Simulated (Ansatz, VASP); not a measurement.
## Two plane-wave programs on CdS

```
CELL_PARAMETERS angstrom
0.00000 2.92927 2.92927
2.92927 0.00000 2.92927
2.92927 2.92927 0.00000
ATOMIC_POSITIONS crystal
Cd 0.00000 0.00000 0.00000
S 0.75000 0.75000 0.75000
```

Change from the starting cell: volume scaled by 1.02, PAW files.

Alike in both runs: task electric field gradients; functional PBE; k mesh 9 × 9 × 9; occupations fermi-dirac, width 0.03 eV; no spin polarisation.

```csv
,VASP,Ansatz
version,VASP 6.6.1,Ansatz 0.2.0
potentials or method,"VASP PAW PBE potentials, release 64 (Cd, S)","PAW with Ansatz's default frozen-core files, scalar-relativistic"
plane-wave cutoff (eV),520,420
valence electrons in the cell,18,26
```

VASP gave:

```
gap on the k mesh at the Fermi level (eV) : 1.12
pressure (GPa)                            : 2.3
```

Task: Estimate Ansatz's values.

Result: gap on the k mesh at the Fermi level (eV): 1.12; pressure (GPa): 2.0.

VASP's potentials hold 18 valence electrons a cell and Ansatz's 26, so a difference there can come from the potentials and not from the codes.
